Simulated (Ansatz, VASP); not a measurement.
## Cd4InO: VASP beside Ansatz

```xyz
6
Lattice="3.1490 0.0000 0.0000 0.0000 3.1490 0.0000 0.0000 0.0000 11.8663" Properties=species:S:1:pos:R:3 pbc="T T T"
Cd    1.5745    1.5745    4.3256
Cd    1.5745    1.5745   10.2565
Cd    1.5745    1.5745    1.6098
Cd    1.5745    1.5745    7.5407
In    0.0000    0.0000    5.9331
O     0.0000    0.0000    0.0000
```

Change from the starting cell: species swapped into the MnFeSi4 type (P4/mmm, No. 123).

Alike in both runs: task relaxation of cell and atoms; functional PBE; k mesh 6 × 6 × 2; occupations gaussian, width 0.1 eV; no spin polarisation.

|  | VASP | Ansatz |
| --- | --- | --- |
| version | VASP 6.6.1 | Ansatz 0.2.0 |
| potentials or method | VASP PAW PBE potentials, release 64 (Cd, In_d, O), cutoff 600 eV | scalar-relativistic, plane waves, PAW |
| valence electrons in the cell | 67 | 99 |

|  | VASP | Ansatz | Ansatz less VASP |
| --- | --- | --- | --- |
| gap on the k mesh at the Fermi level, each at its own relaxed structure (eV) | none | none | - |
| relaxed volume (Å³/atom) | 21.35 | 21.26 | -0.088 |
| relaxed cell length with the largest relative difference (Å) | 13.064 | 13.011 | -0.0528 |

A gap of «none» marks a metal or a gap that the smearing closes. VASP's potentials hold 67 valence electrons a cell and Ansatz's 99, so a difference there can come from the potentials and not from the codes.
